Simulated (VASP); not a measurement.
**BN: single point with LDA**

Crystal: BN.

```xyz
8
Lattice="4.4242 0.0000 0.0000 0.0000 4.4242 0.0000 0.0000 0.0000 2.5504" Properties=species:S:1:pos:R:3 pbc="T T T"
B     0.7711    3.6532    1.2752
B     1.4411    1.4411    0.0000
B     2.9832    2.9832    0.0000
B     3.6532    0.7711    1.2752
N     3.5951    3.5951    1.2752
N     1.3830    3.0412    0.0000
N     3.0412    1.3830    0.0000
N     0.8291    0.8291    1.2752
```

| Item | Value |
| --- | --- |
| Program | VASP 6.6.1 |
| Task | single point |
| Functional | LDA |
| Potentials or basis | VASP PAW LDA potentials, release 64 (B, N) |
| Cutoff | 520 eV |
| k mesh | 4 × 4 × 7 |
| Occupations | gaussian, width 0.01 eV |
| Spin | no spin polarisation |
| Dipole correction | no |
| Further INCAR settings | ALGO = Normal; EDIFF = 1e-06; NBANDS = 26 |

The pressure is -12.4 GPa. The largest force is 0.028 eV/Å and the band gap on the k mesh is 4.60 eV (least direct gap 5.97 eV).

Forces on the atoms (eV/Å):
```
B    0.003 -0.003  0.000
B   -0.003 -0.003  0.000
B    0.003  0.003  0.000
B   -0.003  0.003  0.000
N    0.020  0.020  0.000
N    0.020 -0.020  0.000
N   -0.020  0.020  0.000
N   -0.020 -0.020  0.000
```

Stress tensor (GPa, compression positive):
```
-12.13   0.00   0.00
  0.00 -12.13   0.00
  0.00   0.00 -12.83
```

Levels at points of the mesh, in eV from the valence-band top:
```
           k point  band 13  band 14  band 15  band 16  band 17  band 18  band 19  band 20
(0.00, 0.00, 0.00)    -0.42    -0.21     0.00     0.00     7.03     7.42     8.32     8.32
(0.50, 0.00, 0.00)    -1.42    -1.42    -1.25    -1.25     7.84     7.84     8.34     8.34
(0.50, 0.50, 0.00)    -2.64    -2.64    -2.45    -2.45     7.33     7.33     8.24     8.24
```

Run time: 30 s on 1 thread of Intel(R) Xeon(R) Platinum 8488C (Sapphire Rapids), on a shared host, peak memory 0.15 GiB.

Caveat: the cell stands under tension; an odd mesh through Γ misses points on the zone boundary, where band edges can lie.
